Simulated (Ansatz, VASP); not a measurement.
NaI: VASP beside Ansatz

Contents of POSCAR:

```
NaI
1.0
    0.0000000000      3.2364000000      3.2364000000
    3.2364000000      0.0000000000      3.2364000000
    3.2364000000      3.2364000000      0.0000000000
Na I
1 1
Direct
    0.0000000000      0.0000000000      0.0000000000
    0.5000000000      0.5000000000      0.5000000000
```

Contents of INCAR.step1:

```
SYSTEM = NaI
PREC = Accurate
ENCUT = 600
ISMEAR = -1
SIGMA = 0.05
LREAL = .False.
LASPH = .True.
NELM = 100
GGA = PE
ALGO = Normal
EDIFF = 1E-4
LWAVE = .True.
LCHARG = .False.
```

The input INCAR.step2:

```
SYSTEM = NaI
PREC = Accurate
ENCUT = 600
EDIFF = 1E-7
ISMEAR = -1
SIGMA = 0.05
LREAL = .False.
LASPH = .True.
NELM = 100
ALGO = Normal
ISIF = 3
LWAVE = .False.
LCHARG = .False.
METAGGA = R2SCAN
LMIXTAU = .True.
IBRION = 2
NSW = 100
EDIFFG = -0.002
ISTART = 1
```

File KPOINTS:

```
regular mesh
0
Gamma
  12 12 12
  0 0 0
```

Input for Ansatz:

```yaml
crystal:
  lattice:
    - [0.0, 3.2364, 3.2364]
    - [3.2364, 0.0, 3.2364]
    - [3.2364, 3.2364, 0.0]
  atoms:
    - { symbol: Na, position: [0.0, 0.0, 0.0] }
    - { symbol: I, position: [0.5, 0.5, 0.5] }
kpoints:
  mp_grid: { grid: [12, 12, 12] }
scf:
  occupations: { method: fermi_dirac, width: 0.05 }
hamiltonian:
  xc: r2scan
  pseudopotentials: { kind: paw }
relax:
  f_tol: 0.002
  max_steps: 80
  cell: {}
output:
  forces: true
  stress: true
```

Alike in both runs: task relaxation of cell and atoms; functional r2SCAN; k mesh 12 × 12 × 12; occupations fermi-dirac, width 0.05 eV; no spin polarisation.

|  | VASP | Ansatz |
| --- | --- | --- |
| version | VASP 6.6.1 | Ansatz 0.2.0 |
| potentials or method | VASP PAW PBE potentials, release 64 (Na_pv, I) | PAW with Ansatz's default frozen-core files, scalar-relativistic |
| plane-wave cutoff (eV) | 600 | 500 |
| valence electrons in the cell | 14 | 26 |

|  | VASP | Ansatz | Ansatz less VASP |
| --- | --- | --- | --- |
| relaxed volume (Å³/atom) | 33.45 | 33.80 | +0.351 |
| relaxed length of the cell vector where the two differ most in proportion (Å) | 4.557 | 4.573 | +0.0159 |

VASP's potentials were made for PBE, not for r2SCAN. VASP's potentials hold 14 valence electrons a cell and Ansatz's 26, so a difference there can come from the potentials and not from the codes.

Neither program's run includes spin-orbit coupling.
